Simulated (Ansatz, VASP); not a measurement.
# Fe: VASP beside Ansatz

Contents of INCAR:

```
SYSTEM = Fe
PREC = Accurate
ENCUT = 600
EDIFF = 1E-6
ISMEAR = 0
SIGMA = 0.1
LREAL = .False.
LASPH = .True.
NELM = 120
ALGO = Normal
ISIF = 2
LWAVE = .False.
LCHARG = .True.
GGA = PE
LELF = .True.
LVHAR = .True.
NBANDS = 10
GGA_COMPAT = .False.
```

File KPOINTS:

```
regular mesh
0
Gamma
  7 7 7
  0 0 0
```

Contents of POSCAR:

```
Fe
1.0
   -1.4333000000      1.4333000000      1.4333000000
    1.4333000000     -1.4333000000      1.4333000000
    1.4333000000      1.4333000000     -1.4333000000
Fe
1
Direct
    0.0000000000      0.0000000000      0.0000000000
```

Input for Ansatz:

```yaml
crystal:
  lattice:
    - [-1.4333, 1.4333, 1.4333]
    - [1.4333, -1.4333, 1.4333]
    - [1.4333, 1.4333, -1.4333]
  atoms:
    - { symbol: Fe, position: [0.0, 0.0, 0.0] }
hamiltonian:
  xc: pbe
  pseudopotentials: { kind: paw }
basis:
  ecutwfc: 420
kpoints:
  mp_grid: { grid: [7, 7, 7] }
scf:
  occupations: { method: gaussian, width: 0.1 }
  lower_state_search: "off"
  max_iter: 60
output:
  forces: true
  stress: true
```

Alike in both runs: task single point; functional PBE; k mesh 7 × 7 × 7; occupations gaussian, width 0.1 eV; no spin polarisation.

|  | VASP | Ansatz |
| --- | --- | --- |
| version | VASP 6.6.1 | Ansatz 0.2.0 |
| potentials or method | VASP PAW PBE potentials, release 64 (Fe), cutoff 600 eV | PAW, plane waves, scalar-relativistic |
| valence electrons in the cell | 8 | 16 |

|  | VASP | Ansatz | Ansatz less VASP |
| --- | --- | --- | --- |
| pressure (GPa) | -23.9 | -23.7 | +0.18 |

VASP's potentials hold 8 valence electrons a cell and Ansatz's 16, so a difference there can come from the potentials and not from the codes.

The k mesh is coarse, so the values compare programs but aren't converged.
